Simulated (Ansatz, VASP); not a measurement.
**One calculation of Tl, two programs**

```
Tl
1.0
     3.50499    0.00000    0.00000
    -1.75250    3.03541    0.00000
     0.00000    0.00000    5.59035
Tl
2
Direct
  0.33333 0.66667 0.25000
  0.66667 0.33333 0.75000
```

Alike in both runs: task single point; functional PBEsol; k mesh 17 × 17 × 10; occupations fermi-dirac, width 0.1 eV; no spin polarisation.

|  | VASP | Ansatz |
| --- | --- | --- |
| version | VASP 6.6.1 | Ansatz 0.2.0 |
| potentials or method | VASP PAW PBE potentials, release 64 (Tl_d), cutoff 520 eV | plane waves (420 eV) with PAW, scalar-relativistic |
| valence electrons in the cell | 26 | 26 |

|  | VASP | Ansatz | Ansatz less VASP |
| --- | --- | --- | --- |
| pressure (GPa) | -1.3 | -1.3 | +0.07 |
| traceless stress, the component that is largest in VASP (GPa) | -0.23 | -0.23 | +0.005 |

VASP's potentials were made for PBE, not for PBEsol, and Ansatz warns of the same on its side.

Spin-orbit coupling is off throughout.
